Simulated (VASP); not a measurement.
A run of VASP 6.6.1 is set up as follows.

Contents of INCAR:

```
SYSTEM = Hf
PREC = Accurate
ENCUT = 520
EDIFF = 1E-6
ISMEAR = -1
SIGMA = 0.1
LREAL = .False.
LASPH = .True.
NELM = 100
ALGO = Normal
ISIF = 2
LWAVE = .False.
LCHARG = .True.
GGA = CA
LELF = .True.
LVHAR = .True.
NBANDS = 22
```

File KPOINTS:

```
regular mesh
0
Gamma
  8 8 11
  0 0 0
```

POSCAR

```
Hf
1.0
    4.7420535564      0.0000000000      0.0000000000
   -2.3710267782      4.1067388460      0.0000000000
    0.0000000000      0.0000000000      2.9570429090
Hf
3
Direct
    0.0000000000      0.0000000000      0.0000000000
    0.3333333333      0.6666666667      0.5000000000
    0.6666666667      0.3333333333      0.5000000000
```

Potentials or basis: VASP PAW LDA potentials, release 64 (Hf_pv).

The run is started by

```bash
$ cat potpaw_LDA.64/Hf_pv/POTCAR > POTCAR
$ mpirun -np 1 vasp_std > vasp.out
```

Task: Predict the band gap on the k mesh.

Result: Zero (band 15 reaches 6.20 eV, above the bottom of band 16 at 5.24 eV).

Task: What does it give for the pressure?

Result: 10.2 GPa.

Stress tensor (GPa, compression positive):
```
10.07  0.00  0.00
 0.00 10.07  0.00
 0.00  0.00 10.33
```

Caveat: spin-orbit coupling is left out, which moves the levels of the heavy elements.
